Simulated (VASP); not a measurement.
# GaAs (F-43m) in VASP: single point with r2SCAN+rVV10

Aim: the single point of GaAs with r2SCAN+rVV10.

Everything below comes from runs of VASP 6.6.1. Logs are shortened: lines on timing, memory, paths and dates and some standing lists are left out, and cuts for length are marked.

## 1. The cell of the first run

Symmetry: F-43m, No. 216, cubic system. Conventional cell: a = 5.645 Å, b = 5.645 Å, c = 5.645 Å, α = 90.00°, β = 90.00°, γ = 90.00°. Ga (site symmetry -43m) has 4 As at 2.44 Å within 3.2 Å. As (site symmetry -43m) has 4 Ga at 2.44 Å within 3.2 Å.

## 2. Single point, r2SCAN+rVV10

The input, POSCAR:

```
GaAs
1.0
    0.0000000000      2.8224809141      2.8224809141
    2.8224809141      0.0000000000      2.8224809141
    2.8224809141      2.8224809141      0.0000000000
Ga As
1 1
Direct
    0.0000000000      0.0000000000      0.0000000000
    0.2500000000      0.2500000000      0.2500000000
```

The input, INCAR.step1:

```
SYSTEM = GaAs
PREC = Accurate
ENCUT = 550
ISMEAR = 0
SIGMA = 0.02
LREAL = .FALSE.
LASPH = .TRUE.
NELM = 120
NBANDS = 16
GGA = PE
ALGO = Normal
EDIFF = 1E-5
LWAVE = .TRUE.
LCHARG = .FALSE.
GGA_COMPAT = .FALSE.
```

The input, INCAR.step2:

```
SYSTEM = GaAs
PREC = Accurate
ENCUT = 550
EDIFF = 1E-6
ISMEAR = 0
SIGMA = 0.02
LREAL = .FALSE.
LASPH = .TRUE.
NELM = 120
ALGO = Normal
ISIF = 2
LWAVE = .FALSE.
LCHARG = .FALSE.
METAGGA = R2SCAN
LMIXTAU = .TRUE.
LUSE_VDW = .TRUE.
IVDW_NL = 2
BPARAM = 11.95
CPARAM = 0.0093
NBANDS = 16
ISTART = 1
GGA_COMPAT = .FALSE.
```

The input, KPOINTS:

```
Automatic mesh
0
G
  8 8 8
  0 0 0
```

Potentials or basis: VASP PAW PBE potentials, release 64 (Ga_d, As).

On the command line:

```
> cat potpaw_PBE.64/Ga_d/POTCAR potpaw_PBE.64/As/POTCAR > POTCAR
> cp INCAR.step1 INCAR
> mpirun -np 1 vasp_std > vasp.out
> cp INCAR.step2 INCAR
> mpirun -np 1 vasp_std > vasp.out
```

OUTCAR:

```text
SYSTEM = GaAs
   PREC = Accurate
   ENCUT = 550
   EDIFF = 1E-6
   ISMEAR = 0
   LREAL = .FALSE.
   LASPH = .TRUE.
   NELM = 120
   ISIF = 2
   METAGGA = R2SCAN
   IVDW_NL = 2
   BPARAM = 11.95
   ISTART = 1

 ion  position               nearest neighbor table
   1  0.000  0.000  0.000-   2 2.44   2 2.44   2 2.44   2 2.44
   2  0.250  0.250  0.250-   1 2.44   1 2.44   1 2.44   1 2.44

  LATTYP: Found a face centered cubic cell.
 ALAT       =     5.6449618282

  Lattice vectors:

 A1 = (   0.0000000000,   2.8224809141,   2.8224809141)
 A2 = (   2.8224809141,   0.0000000000,   2.8224809141)
 A3 = (   2.8224809141,   2.8224809141,   0.0000000000)

Analysis of symmetry for initial positions (statically):
=====================================================================
 Subroutine PRICEL returns:
 Original cell was already a primitive cell.

 Routine SETGRP: Setting up the symmetry group for a
 face centered cubic supercell.

 Subroutine GETGRP returns: Found 24 space group operations
 (whereof 24 operations were pure point group operations)
 out of a pool of 48 trial point group operations.

The static configuration has the point symmetry T_d .

Analysis of symmetry for dynamics (positions and initial velocities):
=====================================================================
 Subroutine PRICEL returns:
 Original cell was already a primitive cell.

 Routine SETGRP: Setting up the symmetry group for a
 face centered cubic supercell.

 Subroutine GETGRP returns: Found 24 space group operations
 (whereof 24 operations were pure point group operations)
 out of a pool of 48 trial point group operations.

The dynamic configuration has the point symmetry T_d .

 Subroutine INISYM returns: Found 24 space group operations
 (whereof 24 operations are pure point group operations),
 and found     1 'primitive' translations

----------------------------------------------------------------------------------------

                                     Primitive cell

  volume of cell :      44.9700

  direct lattice vectors                    reciprocal lattice vectors
     0.000000000  2.822480914  2.822480914    -0.177149116  0.177149116  0.177149116
     2.822480914  0.000000000  2.822480914     0.177149116 -0.177149116  0.177149116
     2.822480914  2.822480914  0.000000000     0.177149116  0.177149116 -0.177149116

  length of vectors
     3.991590788  3.991590788  3.991590788     0.306831270  0.306831270  0.306831270

[... 80 lines left out ...]
   EDIFF  = 0.1E-05   stopping-criterion for ELM
   LREAL  =      F    real-space projection
   EDIFFG = 0.1E-04   stopping-criterion for IOM
   NSW    =      0    number of steps for IOM
   IBRION =     -1    ionic relax: 0-MD 1-quasi-New 2-CG
   NFREE  =      0    steps in history (QN), initial steepest desc. (CG)
   ISIF   =      2    stress and relaxation
   ISYM   =      2    0-nonsym 1-usesym 2-fastsym
   POTIM  = 0.5000    time-step for ionic-motion
   TEBEG  =    0.0;   TEEND  =   0.0 temperature during run
   PSTRESS=    0.0 pullay stress
   NELECT =      18.0000    total number of electrons
   NUPDOWN=      -1.0000    fix difference up-down
   EMIN   =  10.00;   EMAX   =-10.00  energy-range for DOS
   EFERMI =   0.00;   METHOD = LEGACY
   ISMEAR =     0;   SIGMA  =   0.02  broadening in eV -4-tet -1-fermi 0-gaus
   EFERMI_NEDOS =   21; number of points for ismear=-14 and -15
   IALGO  =     38    algorithm
   IMIX   =      4    mixing-type and parameters
     AMIX     =   0.40;   BMIX     =  1.00
     AMIX_MAG =   1.60;   BMIX_MAG =  1.00
  volume/ion in A,a.u.               =      22.49       151.74
  Fermi-wavevector in a.u.,A,eV,Ry     =   1.206493  2.279940 19.804971  1.455624
  Thomas-Fermi vector in A             =   2.342158
   LORBIT       =      0    0 simple, 1 ext, 2 COOP (PROOUT), +10 PAW based schemes
   METAGGA = R2SCAN    functional components
   LHFCALC =     F    Hartree Fock is set to
   AEXX    =    0.0000 exact exchange contribution
   IVDW_NL    =     2    kernel type
   BPARAM     =11.9500
   IVDW    =     0    specifies the selected vdW correction
   LEPSILON=     F    determine dielectric tensor
   LRPA    =     F    only Hartree local field effects (RPA)
 non-spin polarized calculation
 Gauss-broadening in eV      SIGMA  =   0.02
  energy-cutoff  :      550.00
  volume of cell :       44.97
 maximum number of plane-waves:      1363
 NGX is ok and might be reduce to    32
   NGX = 15   NGY = 15   NGZ = 15

 number of electron      18.0000010 magnetization

 Free energy of the ion-electron system (eV)
  ---------------------------------------------------
  ext. energy  EPLUGINS =         0.00000000
  ---------------------------------------------------
  free energy    TOTEN  =       -26.50129243 eV

  energy without entropy =      -26.50129243  energy(sigma->0) =      -26.50129243

 E-fermi :   3.8326     XC(G=0): -10.3346

 val. band max:        3.7154161681   @ k =   0.0000   0.0000   0.0000
 cond. band min:       4.7347695961   @ k =   0.0000   0.0000   0.0000
 fundamental gap:      1.0193534281
 Fermi energy:         3.8326054570

 k-point     1 :       0.0000    0.0000    0.0000
  band No.  band energies     occupation
      1     -11.5153      2.00000
      2     -11.5153      2.00000
      3     -11.5153      2.00000
      4     -11.4239      2.00000
      5     -11.4239      2.00000
      6      -9.5384      2.00000
[... 433 lines left out ...]
      3     -11.4795      2.00000
      4     -11.4287      2.00000
      5     -11.4201      2.00000
      6      -7.3021      2.00000
[... 8 lines left out ...]
     15      15.9657      0.00000
     16      16.5920      0.00000

 [... further k-points ...]

------------------------ aborting loop because EDIFF is reached ----------------------------------------

  FORCE on cell =-STRESS in cart. coord.  units (eV):
  Direction    XX          YY          ZZ          XY          YZ          ZX
  --------------------------------------------------------------------------------------
  -------------------------------------------------------------------------------------
  Total        0.0600373      0.0600373      0.0600373      0.0000000      0.0000000      0.0000000
  in kB        2.1389880      2.1389880      2.1389880      0.0000000      0.0000000      0.0000000
  external PRESSURE =       2.1389880 kB  Pullay stress =       0.0000000 kB

 VOLUME and BASIS-vectors are now :
 -----------------------------------------------------------------------------
  energy-cutoff  :      550.00
  volume of cell :       44.97
      direct lattice vectors                 reciprocal lattice vectors
     0.000000000  2.822480914  2.822480914    -0.177149116  0.177149116  0.177149116
     2.822480914  0.000000000  2.822480914     0.177149116 -0.177149116  0.177149116
     2.822480914  2.822480914  0.000000000     0.177149116  0.177149116 -0.177149116

 POSITION                                       TOTAL-FORCE (eV/Angst)
 -----------------------------------------------------------------------------------
      0.00000      0.00000      0.00000        -0.000000      0.000000     -0.000000
      1.41124      1.41124      1.41124         0.000000     -0.000000      0.000000
 -----------------------------------------------------------------------------------
    total drift:                               -0.000001     -0.000001     -0.000001

  FREE ENERGIE OF THE ION-ELECTRON SYSTEM (eV)
  ---------------------------------------------------
  free  energy   TOTEN  =       -26.5012924285 eV

  energy  without entropy=      -26.5012924285  energy(sigma->0) =      -26.50129243
```

OUTCAR.step1:

```text
SYSTEM = GaAs
   PREC = Accurate
   ENCUT = 550
   ISMEAR = 0
   LREAL = .FALSE.
   LASPH = .TRUE.
[... 678 lines left out ...]
      0.00000      0.00000      0.00000         0.000000      0.000000      0.000000
      1.41124      1.41124      1.41124        -0.000000     -0.000000     -0.000000
 -----------------------------------------------------------------------------------
    total drift:                                0.000000      0.000000      0.000000

  FREE ENERGIE OF THE ION-ELECTRON SYSTEM (eV)
  ---------------------------------------------------
  free  energy   TOTEN  =        -8.2423023725 eV

  energy  without entropy=       -8.2423023725  energy(sigma->0) =       -8.24230237
```

Run time: 55 s. Hardware: 1 thread of Intel Xeon 6975P-C (Granite Rapids), shared host; peak memory 0.32 GiB.

What came out:

```yaml
Free_energy: -26.5013 eV
Pressure: 0.2 GPa
Band_gap_on_the_k_mesh: 1.02 eV
```

Levels at points of the mesh, in eV from the valence-band top:
| k point | band 7 | band 8 | band 9 | band 10 | band 11 | band 12 |
| --- | --- | --- | --- | --- | --- | --- |
| (0.00, 0.00, 0.00) | 0.00 | 0.00 | 0.00 | 1.02 | 4.03 | 4.03 |
| (0.50, 0.00, 0.00) | -6.86 | -1.19 | -1.19 | 1.35 | 4.96 | 4.96 |
| (0.50, 0.50, 0.00) | -7.03 | -2.80 | -2.80 | 1.69 | 1.91 | 10.89 |

Caveat: the PAW data sets were made with another functional, which shifts forces and pressure a little.
